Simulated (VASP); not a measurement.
# Ga2H2N in VASP: single point with LDA

Aim: the single point of Ga2H2N with LDA.

Program: VASP 6.6.1. These are calculated values, not measurements. Logs are shortened: lines on timing, memory, paths and dates and some standing lists are left out, and cuts for length are marked.

**1. The cell of the first run**

The typed cell holds 5 atoms: a = 3.951 Å, b = 3.951 Å, c = 4.226 Å, α = 90.00°, β = 90.00°, γ = 60.00°.

**2. Single point, LDA**

INCAR

```
SYSTEM = Ga2H2N
ALGO = Normal
EDIFF = 1E-7
ENCUT = 520
GGA = CA
ISIF = 2
ISMEAR = -1
LASPH = .TRUE.
LCHARG = .FALSE.
LREAL = .FALSE.
LWAVE = .FALSE.
NBANDS = 24
NELM = 100
PREC = Accurate
SIGMA = 0.0848
```

KPOINTS

```
k-points
0
G
  10 10 8
  0 0 0
```

POSCAR

```
Ga2H2N
1.0
    1.9753740000      3.4214450000      0.0000000000
   -1.9753740000      3.4214450000      0.0000000000
    0.0000000000      0.0000000000      4.2257490000
Ga H N
2 2 1
Direct
    0.3333000000      0.3334000000      0.4656000000
    0.6667000000      0.6666000000      0.5344000000
    0.3333000000      0.3334000000      0.1067000000
    0.6667000000      0.6666000000      0.8933000000
    0.0000000000      0.0000000000      0.0000000000
```

Potentials or basis: VASP PAW LDA potentials, release 64 (Ga_d, H, N).

The run is started by

```
> cat potpaw_LDA.64/Ga_d/POTCAR potpaw_LDA.64/H/POTCAR potpaw_LDA.64/N/POTCAR > POTCAR
> mpirun -np 1 vasp_std > vasp.out
```

OUTCAR:

```text
SYSTEM = Ga2H2N
   EDIFF = 1E-7
   ENCUT = 520
   GGA = CA
   ISIF = 2
   ISMEAR = -1
   LASPH = .TRUE.
   LREAL = .FALSE.
   NELM = 100
   PREC = Accurate

 ion  position               nearest neighbor table
   1  0.333  0.333  0.466-   3 1.52   2 2.30   2 2.30   2 2.30
   2  0.667  0.667  0.534-   4 1.52   1 2.30   1 2.30   1 2.30
   3  0.333  0.333  0.107-   1 1.52
   4  0.667  0.667  0.893-   2 1.52
   5  0.000  0.000  0.000-

  LATTYP: Found a hexagonal cell.
 ALAT       =     3.9507452877
 C/A-ratio  =     1.0696080593

  Lattice vectors:

 A1 = (   1.9753740000,  -3.4214450000,   0.0000000000)
 A2 = (   1.9753740000,   3.4214450000,   0.0000000000)
 A3 = (   0.0000000000,   0.0000000000,   4.2257490000)

Analysis of symmetry for initial positions (statically):
=====================================================================
 Subroutine PRICEL returns:
 Original cell was already a primitive cell.

 Routine SETGRP: Setting up the symmetry group for a
 hexagonal supercell.

 Subroutine GETGRP returns: Found  4 space group operations
 (whereof  4 operations were pure point group operations)
 out of a pool of 24 trial point group operations.

The static configuration has the point symmetry C_2h.

Analysis of symmetry for dynamics (positions and initial velocities):
=====================================================================
 Subroutine PRICEL returns:
 Original cell was already a primitive cell.

 Routine SETGRP: Setting up the symmetry group for a
 hexagonal supercell.

 Subroutine GETGRP returns: Found  4 space group operations
 (whereof  4 operations were pure point group operations)
 out of a pool of 24 trial point group operations.

The dynamic configuration has the point symmetry C_2h.

 Subroutine INISYM returns: Found  4 space group operations
 (whereof  4 operations are pure point group operations),
 and found     1 'primitive' translations

----------------------------------------------------------------------------------------

                                     Primitive cell

  volume of cell :      57.1206

  direct lattice vectors                    reciprocal lattice vectors
     1.975374000  3.421445000  0.000000000     0.253116625  0.146137085  0.000000000
    -1.975374000  3.421445000  0.000000000    -0.253116625  0.146137085  0.000000000
     0.000000000  0.000000000  4.225749000     0.000000000  0.000000000  0.236644439

  length of vectors
     3.950745288  3.950745288  4.225749000     0.292273970  0.292273970  0.236644439

  position of ions in fractional coordinates (direct lattice)
     0.333300000  0.333400000  0.465600000
     0.666700000  0.666600000  0.534400000
     0.333300000  0.333400000  0.106700000
     0.666700000  0.666600000  0.893300000
     0.000000000  0.000000000  0.000000000

  ion indices of the primitive-cell ions
   primitive index   ion index
                 1           1
                 2           2
                 3           3
                 4           4
                 5           5

----------------------------------------------------------------------------------------

 KPOINTS: k-points

Automatic generation of k-mesh.
 Grid dimensions read from file:
 generate k-points for:   10   10    8

 Generating k-lattice:

  Cartesian coordinates                     Fractional coordinates (reciprocal lattice)
     0.025311663  0.014613709  0.000000000     0.100000000 -0.000000000  0.000000000
    -0.025311663  0.014613709  0.000000000    -0.000000000  0.100000000  0.000000000
     0.000000000  0.000000000  0.029580555     0.000000000  0.000000000  0.125000000

  Length of vectors
     0.029227397  0.029227397  0.029580555

  Shift w.r.t. Gamma in fractional coordinates (k-lattice)
     0.000000000  0.000000000  0.000000000

 Subroutine IBZKPT returns following result:
 ===========================================

 Found    227 irreducible k-points:

 Following reciprocal coordinates:
            Coordinates               Weight
  0.000000  0.000000  0.000000      1.000000
  0.100000  0.000000  0.000000      4.000000
  0.000000  0.100000  0.000000      2.000000
  0.200000  0.000000  0.000000      4.000000
  0.000000  0.200000  0.000000      2.000000
  0.300000  0.000000  0.000000      4.000000
[... 16 lines left out ...]
  0.400000  0.200000  0.000000      2.000000
  0.200000  0.400000  0.000000      4.000000
 [... further k-points ...]
   k-points           NKPTS =    227   k-points in BZ     NKDIM =    227   number of bands    NBANDS=     24
   number of dos      NEDOS =    301   number of ions     NIONS =      5
   total plane-waves  NPLWV =  28800
   dimension x,y,z NGX =    30 NGY =   30 NGZ =   32
   dimension x,y,z NGXF=    60 NGYF=   60 NGZF=   64
   ions per type =               2   2   1
   NGX,Y,Z   is equivalent  to a cutoff of  12.62, 12.62, 12.59 a.u.
   NGXF,Y,Z  is equivalent  to a cutoff of  25.25, 25.25, 25.18 a.u.
 SYSTEM =  Ga2H2N
   PREC   = accura    normal or accurate (medium, high low for compatibility)
   ISTART =      0    job   : 0-new  1-cont  2-samecut
   ICHARG =      2    charge: 1-file 2-atom 10-const
   ISPIN  =      1    spin polarized calculation?
   LNONCOLLINEAR =      F non collinear calculations
   LSORBIT =      F    spin-orbit coupling
   LASPH  =      T    aspherical Exc in radial PAW
   ENCUT  =  520.0 eV  38.22 Ry    6.18 a.u.   7.35  7.35  7.86*2*pi/ulx,y,z
   NELM   =    100;   NELMIN=  2; NELMDL= -5     # of ELM steps
   EDIFF  = 0.1E-06   stopping-criterion for ELM
   LREAL  =      F    real-space projection
   EDIFFG = 0.1E-05   stopping-criterion for IOM
   NSW    =      0    number of steps for IOM
   IBRION =     -1    ionic relax: 0-MD 1-quasi-New 2-CG
   NFREE  =      0    steps in history (QN), initial steepest desc. (CG)
   ISIF   =      2    stress and relaxation
   ISYM   =      2    0-nonsym 1-usesym 2-fastsym
   POTIM  = 0.5000    time-step for ionic-motion
   TEBEG  =    0.0;   TEEND  =   0.0 temperature during run
   PSTRESS=    0.0 pullay stress
   NELECT =      33.0000    total number of electrons
   NUPDOWN=      -1.0000    fix difference up-down
   EMIN   =  10.00;   EMAX   =-10.00  energy-range for DOS
   EFERMI =   0.00;   METHOD = LEGACY
   ISMEAR =    -1;   SIGMA  =   0.08  broadening in eV -4-tet -1-fermi 0-gaus
   EFERMI_NEDOS =   21; number of points for ismear=-14 and -15
   IALGO  =     38    algorithm
   IMIX   =      4    mixing-type and parameters
     AMIX     =   0.40;   BMIX     =  1.00
     AMIX_MAG =   1.60;   BMIX_MAG =  1.00
  volume/ion in A,a.u.               =      11.42        77.09
  Fermi-wavevector in a.u.,A,eV,Ry     =   1.363480  2.576603 25.294270  1.859076
  Thomas-Fermi vector in A             =   2.489879
   LORBIT       =      0    0 simple, 1 ext, 2 COOP (PROOUT), +10 PAW based schemes
   GGA     = CA    functional components
   LHFCALC =     F    Hartree Fock is set to
   AEXX    =    0.0000 exact exchange contribution
   IVDW    =     0    specifies the selected vdW correction
   LEPSILON=     F    determine dielectric tensor
   LRPA    =     F    only Hartree local field effects (RPA)
 non-spin polarized calculation
  energy-cutoff  :      520.00
  volume of cell :       57.12
 maximum number of plane-waves:      1558
 NGX is ok and might be reduce to    30
   NGX = 15   NGY = 15   NGZ = 15

 number of electron      33.0000009 magnetization

 Free energy of the ion-electron system (eV)
  ---------------------------------------------------
  ext. energy  EPLUGINS =         0.00000000
  ---------------------------------------------------
  free energy    TOTEN  =       -15.54863345 eV

  energy without entropy =      -15.49605323  energy(sigma->0) =      -15.52234334

 E-fermi :   2.7436     XC(G=0): -10.8624

 val. band max:        2.7358078024   @ k =   0.5000  -0.0000   0.5000
 cond. band min:       2.7478523216   @ k =  -0.2000   0.3000   0.0000
 fundamental gap:      0.0120445192
 Fermi energy:         2.7435514217

 k-point     1 :       0.0000    0.0000    0.0000
  band No.  band energies     occupation
      1     -12.4435      2.00000
      2     -12.3102      2.00000
      3     -12.3099      2.00000
      4     -12.2062      2.00000
      5     -12.2058      2.00000
      6     -11.9497      2.00000
[... 16 lines left out ...]
     23      11.7552      0.00000
     24      12.7246      0.00000

 k-point     2 :       0.1000    0.0000    0.0000
  band No.  band energies     occupation
      1     -12.4430      2.00000
      2     -12.3491      2.00000
      3     -12.3461      2.00000
      4     -12.1851      2.00000
      5     -12.1808      2.00000
      6     -11.9532      2.00000
[... 16 lines left out ...]
     23      11.3382      0.00000
     24      12.3959      0.00000

 k-point     3 :       0.0000    0.1000    0.0000
  band No.  band energies     occupation
      1     -12.4429      2.00000
      2     -12.3492      2.00000
      3     -12.3459      2.00000
      4     -12.1854      2.00000
      5     -12.1806      2.00000
      6     -11.9531      2.00000
[... 16 lines left out ...]
     23      11.3385      0.00000
     24      12.3960      0.00000
[... 514 lines left out ...]
 k-point    23 :       0.4000    0.2000    0.0000
  band No.  band energies     occupation
      1     -12.5637      2.00000
      2     -12.4264      2.00000
      3     -12.4070      2.00000
      4     -12.1820      2.00000
      5     -12.0853      2.00000
      6     -11.9992      2.00000
[... 16 lines left out ...]
     23      11.6105      0.00000
     24      14.1377      0.00000

 k-point    24 :       0.2000    0.4000    0.0000
  band No.  band energies     occupation
      1     -12.5634      2.00000
      2     -12.4257      2.00000
      3     -12.4074      2.00000
      4     -12.1823      2.00000
      5     -12.0852      2.00000
      6     -11.9989      2.00000
[... 16 lines left out ...]
     23      11.6126      0.00000
     24      14.1375      0.00000

 [... further k-points ...]

------------------------ aborting loop because EDIFF is reached ----------------------------------------

  FORCE on cell =-STRESS in cart. coord.  units (eV):
  Direction    XX          YY          ZZ          XY          YZ          ZX
  --------------------------------------------------------------------------------------
  -------------------------------------------------------------------------------------
  Total        0.9680109      0.9775886      1.9362349      0.0082961      0.0009155     -0.0015856
  in kB       27.1517758     27.4204205     54.3095283      0.2326965      0.0256784     -0.0444759
  external PRESSURE =      36.2939082 kB  Pullay stress =       0.0000000 kB

 VOLUME and BASIS-vectors are now :
 -----------------------------------------------------------------------------
  energy-cutoff  :      520.00
  volume of cell :       57.12
      direct lattice vectors                 reciprocal lattice vectors
     1.975374000  3.421445000  0.000000000     0.253116625  0.146137085  0.000000000
    -1.975374000  3.421445000  0.000000000    -0.253116625  0.146137085  0.000000000
     0.000000000  0.000000000  4.225749000     0.000000000  0.000000000  0.236644439

 POSITION                                       TOTAL-FORCE (eV/Angst)
 -----------------------------------------------------------------------------------
     -0.00020      2.28108      1.96751         0.004334     -0.002502      0.369243
      0.00020      4.56181      2.25824        -0.004334      0.002502     -0.369243
     -0.00020      2.28108      0.45089        -0.000112      0.000065     -2.310166
      0.00020      4.56181      3.77486         0.000112     -0.000065      2.310166
      0.00000      0.00000      0.00000         0.000000      0.000000      0.000000
 -----------------------------------------------------------------------------------
    total drift:                               -0.000000      0.000000      0.000000

  FREE ENERGIE OF THE ION-ELECTRON SYSTEM (eV)
  ---------------------------------------------------
  free  energy   TOTEN  =       -15.5486334522 eV

  energy  without entropy=      -15.4960532348  energy(sigma->0) =      -15.52234334
```

Run time: 2.6 min. Hardware: 1 thread of Intel Xeon Platinum 8488C (Sapphire Rapids), shared host; peak memory 0.37 GiB.

Results:

```
Free energy            : -15.5486 eV
Pressure               : 3.6 GPa
Largest force          : 2.310 eV/Å
Band gap on the k mesh : zero (an odd number of electrons rules out a gap without spin polarisation)
```

Forces in eV/Å, atoms in the order of the input:
```
Ga   0.004 -0.003  0.369
Ga  -0.004  0.003 -0.369
H    0.000  0.000 -2.310
H    0.000  0.000  2.310
N    0.000  0.000  0.000
```

Caveat: the cell stands under pressure; forces of over 1 eV/Å act on the atoms, so gaps and moduli don't describe the material at rest.
